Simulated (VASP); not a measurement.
## CO2: single point with PBE+D3(BJ)

System: CO2.

```
CELL_PARAMETERS angstrom
8.40612 0.00000 0.00000
0.00000 8.40612 0.00000
0.00000 0.00000 8.40612
ATOMIC_POSITIONS crystal
C 0.44439 0.63360 0.37565
C 0.68149 0.34894 0.67583
C 0.94784 0.56761 0.37339
C 0.39728 0.87610 0.03660
C 0.52407 0.31076 0.07759
C 0.13760 0.90947 0.51120
C 0.21226 0.32022 0.61769
C 0.87153 0.95160 0.91736
C 0.05961 0.56502 0.89209
C 0.54626 0.03959 0.39620
O 0.32981 0.62725 0.29839
O 0.56370 0.65643 0.44727
O 0.62686 0.34675 0.80581
O 0.74518 0.34482 0.54351
O 0.02536 0.58632 0.49532
O 0.87531 0.56515 0.25486
O 0.27699 0.93569 0.06524
O 0.51798 0.82103 0.99827
O 0.39437 0.31567 0.03054
O 0.66406 0.30218 0.10806
O 0.18425 0.87084 0.63858
O 0.08048 0.95873 0.39081
O 0.11425 0.22425 0.65760
O 0.30512 0.42199 0.59720
O 0.91538 0.92184 0.04412
O 0.82325 0.99531 0.79310
O 0.18634 0.58893 0.94657
O 0.93570 0.55121 0.83289
O 0.62629 0.98449 0.29582
O 0.46877 0.11155 0.49531
```

* Program: VASP 6.6.1
* Task: single point
* Functional: PBE
* Dispersion: D3(BJ)
* Potentials or basis: VASP PAW PBE potentials, release 64 (C, O)
* Cutoff: 520 eV
* k mesh: 1 × 1 × 1
* Occupations: fermi-dirac, width 0.05 eV
* Spin: no spin polarisation
* Dipole correction: no
* Further INCAR settings: LREAL = Auto; ALGO = Normal; EDIFF = 1e-06; NBANDS = 101

The pressure is -1.0 GPa. The largest force is 4.646 eV/Å and the dispersion energy per atom is -0.050 eV.

Forces on the atoms (eV/Å):
```
C    1.975  0.940  0.889
C    1.843 -0.398 -2.791
C    2.008  1.227  3.080
C    0.454 -0.156 -0.730
C    3.987 -0.337  0.198
C   -1.024  0.874 -0.159
C   -1.834 -1.314  1.566
C   -0.896  1.177 -1.537
C    1.492  0.781  0.514
C   -1.192  2.272  1.921
O   -1.148 -0.429 -0.686
O   -0.762 -0.494 -0.168
O    0.473  0.220 -2.006
O   -2.146  0.203  4.115
O   -2.055 -0.805 -3.093
O   -0.078 -0.365 -0.204
O   -1.989  1.005  0.825
O    1.571 -0.884 -0.272
O   -1.547  0.041  0.138
O   -2.589  0.171  0.313
O    0.070 -0.057 -0.948
O    0.961 -0.853  1.241
O    1.522  1.305 -1.009
O    0.439  0.014 -0.443
O    0.747 -0.863  1.719
O    0.062 -0.323 -0.237
O   -0.056 -0.259  0.104
O   -1.506 -0.416 -0.504
O   -0.312 -0.248  0.312
O    1.532 -2.029 -2.147
```

Stress tensor (GPa, compression positive):
```
-0.24 -0.36  0.68
-0.36 -0.32 -0.23
 0.68 -0.23 -2.45
```

Levels at points of the mesh, in eV from the Fermi level:
```tsv
k point	band 76	band 77	band 78	band 79	band 80	band 81	band 82	band 83	band 84	band 85
(0.00, 0.00, 0.00)	-1.44	-1.42	-1.40	-1.37	-1.29	4.67	5.71	5.84	5.92	6.06
```

It took 59 s on 1 thread of Intel(R) Xeon(R) 6975P-C (Granite Rapids), on a shared host, peak memory 0.57 GiB.

Caveat: the k points lie up to 0.75 Å⁻¹ apart; the atoms stand as in a frame of molecular dynamics.
